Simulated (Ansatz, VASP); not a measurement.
**ZrSi3O8 in VASP and in Ansatz**

```xyz
12
Lattice="5.3724 0.0458 0.0004 0.0458 5.3707 -0.0018 0.0022 0.0009 7.6247" Properties=species:S:1:pos:R:3 pbc="T T T"
Zr    2.6007    2.6010    3.8120
Si   -0.1078    2.8123    5.8683
Si    2.8145   -0.1076    1.7556
Si    0.1255    0.1237   -0.0002
O     0.2594    4.0833    6.8187
O     2.8611    0.7926    3.1202
O     0.7930    2.8633    4.5044
O     4.0904    0.2589    0.8116
O     0.2134    1.4006    6.6202
O     2.9187    3.7077    2.2231
O     3.7091    2.9198    5.3996
O     1.4068    0.2152    0.9969
```

Change from the starting cell: cell x1, atoms moved at random (sigma 0.1 Å) and cell strained at random (1.5 %), then relaxed without symmetry.

Alike in both runs: functional PBE; k mesh 4 × 4 × 2; occupations gaussian, width 0.1 eV; no spin polarisation.

Ansatz relaxed the structure, and its values are those at the end. VASP's run is a single point on that final structure, the one shown.

|  | VASP | Ansatz |
| --- | --- | --- |
| version | VASP 6.6.1 | Ansatz 0.2.0 |
| potentials or method | VASP PAW PBE potentials, release 64 (Zr_sv, Si, O), cutoff 520 eV | scalar-relativistic, plane waves, PAW |
| valence electrons in the cell | 72 | 72 |

```tsv
	VASP	Ansatz	Ansatz less VASP
gap on the k mesh at the Fermi level (eV)	5.17	5.17	+0.001
least direct gap on the mesh (eV)	5.18	5.18	+0.001
pressure (GPa)	0.1	0.0	-0.13
rms of the force components (eV/Å)	0.013	0.002	-0.0112
```

The functional is the same, so the differences come from potentials, cutoffs and numerics.
